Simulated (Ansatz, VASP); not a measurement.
**Two plane-wave programs on PtSe2**

```
Se Pt
1.0
     3.76072    0.00000    0.00000
     0.00000    4.86331    0.00000
     0.00000    0.00000   26.94191
Se Pt
8 4
Direct
  0.00000 0.26068 0.27838
  0.00000 0.73932 0.35897
  0.50000 0.26068 0.39926
  0.50000 0.73932 0.47985
  0.00000 0.26068 0.52015
  0.00000 0.73932 0.60074
  0.50000 0.26068 0.64103
  0.50000 0.73932 0.72162
  0.50000 0.00000 0.31867
  0.00000 0.00000 0.43956
  0.50000 0.00000 0.56044
  0.00000 0.00000 0.68133
```

Alike in both runs: task single point; functional PBEsol; k mesh 9 × 7 × 1; occupations fermi-dirac, width 0.025 eV; no spin polarisation.

|  | VASP | Ansatz |
| --- | --- | --- |
| version | VASP 6.6.1 | Ansatz 0.2.0 |
| potentials or method | VASP PAW PBE potentials, release 64 (Se, Pt), cutoff 520 eV | scalar-relativistic, plane waves, PAW |
| valence electrons in the cell | 88 | 200 |

Ansatz gave:

```
gap on the k mesh at the Fermi level (eV)  : none
rms of the force components (eV/Å)         : 0.398
work function, face that differs most (eV) : 5.53
```

What did VASP give for the same quantities?

gap on the k mesh at the Fermi level (eV): none; rms of the force components (eV/Å): 0.396; work function, face that differs most (eV): 5.53.

VASP's potentials were made for PBE, not for PBEsol. A gap of «none» marks a metal or a gap that the smearing closes. The functional is the same, so the differences come from potentials, cutoffs and numerics. VASP's potentials hold 88 valence electrons a cell and Ansatz's 200, so a difference there can come from the potentials and not from the codes.

Spin-orbit coupling is off throughout.
